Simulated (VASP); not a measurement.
A run of VASP 6.6.1 is set up as follows.

The input INCAR:

```
ALGO = Normal
EDIFF = 1E-6
ENCUT = 520
GGA = PE
ISIF = 2
ISMEAR = -1
LASPH = T
LCHARG = F
LREAL = Auto
LWAVE = F
NBANDS = 93
NELM = 60
PREC = Accurate
SIGMA = 0.0388
```

Contents of KPOINTS:

```
Automatic mesh
0
Gamma
  2 2 2
  0.5 0.5 0.5
```

File POSCAR:

```
SnO2
1.0
   -4.0134268125     -4.0134268125      0.0000000000
   -2.0067134062     -2.0067134062      5.1407011698
   -8.0268536249      4.0134268125      0.0000000000
Sn O
6 12
Direct
    0.0773573412      0.5198108024      0.8367296802
    0.7538242330      0.5024382695      0.4914705293
    0.4266518266      0.4829150573      0.1650093626
    0.6529599656      0.0076831931      0.6678880979
    0.3339407136     -0.0048335819      0.3377333295
    0.0107966427     -0.0042420283     -0.0019110851
    0.8614563061      0.6073570310      0.6671289794
    0.5089673880      0.5877632059      0.3475794457
    0.1897122057      0.5781228867      1.0132166824
    0.8534465102      0.9103378791      0.8429642526
    0.5326479579      0.9003491639      0.5034959968
    0.2521595467      0.8942783967      0.1555930536
    0.4746811086      0.4170139304      0.6770506752
    0.1215486653      0.3941489562      0.3243715975
    0.7995105327      0.4065443470      1.0010634771
    0.2713429946      0.1014285761      0.8119560878
    0.9488427430      0.0864668039      0.4988026675
    0.6446478226      0.0882021703      0.1796311150
```

Potentials or basis: VASP PAW PBE potentials, release 64 (Sn_d, O).

The run is started by

```sh
$ cat potpaw_PBE.64/Sn_d/POTCAR potpaw_PBE.64/O/POTCAR > POTCAR
$ mpirun -np 1 vasp_std > vasp.out
```

(1) Estimate the band gap on the k mesh.

(2) What does it give for the pressure?

Results:

(1) 2.69 eV, indirect (least direct gap 2.74 eV).

(2) 4.7 GPa.

Caveat: the k points lie up to 0.66 Å⁻¹ apart; spin-orbit coupling is left out, which moves the levels of the heavy elements; forces of over 1 eV/Å act on the atoms, so gaps and moduli don't describe the material at rest.
